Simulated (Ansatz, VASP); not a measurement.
**Si in VASP and in Ansatz**

File INCAR:

```
SYSTEM = Si
  PREC = Accurate
  ENCUT = 520
  EDIFF = 1E-7
  ISMEAR = 0
  SIGMA = 0.15
  LREAL = .FALSE.
  LASPH = .TRUE.
  NELM = 80
  ALGO = Normal
  ISIF = 2
  LWAVE = .FALSE.
  LCHARG = .FALSE.
  GGA = PE
  IVDW = 12
  NBANDS = 11
```

Contents of KPOINTS:

```
Automatic mesh
0
G
  24 24 14
  0 0 0
```

The input POSCAR:

```
Si
1.0
    2.5051474711      0.0000000000      0.0000000000
   -1.2525737355      2.1695213502      0.0000000000
    0.0000000000      0.0000000000      4.5089914857
Si
2
Direct
    0.3333333333      0.6666666667      0.2500000000
    0.6666666667      0.3333333333      0.7500000000
```

Input for Ansatz:

```yaml
crystal:
  lattice:
    - [2.5051474711, 0.0, 0.0]
    - [-1.2525737355, 2.1695213502, 0.0]
    - [0.0, 0.0, 4.5089914857]
  atoms:
    - { symbol: Si, position: [0.3333333333, 0.6666666667, 0.25] }
    - { symbol: Si, position: [0.6666666667, 0.3333333333, 0.75] }
basis:
  ecutwfc: 420
kpoints:
  mp_grid: { grid: [24, 24, 14] }
hamiltonian:
  xc: pbe
  dispersion: d3bj
scf:
  occupations: { method: gaussian, width: 0.15 }
output:
  forces: true
  stress: true
  eigenvalues: true
```

Change from the starting cell: strain -0.0500 x Voigt [1, 1, 0, 0, 0, 0], atoms carried along.

Alike in both runs: task single point; functional PBE; dispersion D3(BJ); k mesh 24 × 24 × 14; occupations gaussian, width 0.15 eV; no spin polarisation.

|  | VASP | Ansatz |
| --- | --- | --- |
| version | VASP 6.6.1 | Ansatz 0.2.0 |
| potentials or method | VASP PAW PBE potentials, release 64 (Si), cutoff 520 eV | scalar-relativistic, plane waves, PAW |
| valence electrons in the cell | 8 | 8 |

Ansatz gave:

* gap on the k mesh at the Fermi level (eV): none
* pressure (GPa): 13.3
* traceless stress, the component that is largest in VASP (GPa): -5.45

Task: Estimate VASP's values.

Result: gap on the k mesh at the Fermi level (eV): none; pressure (GPa): 13.1; traceless stress, the component that is largest in VASP (GPa): -5.38.

A gap of «none» marks a metal or a gap that the smearing closes.
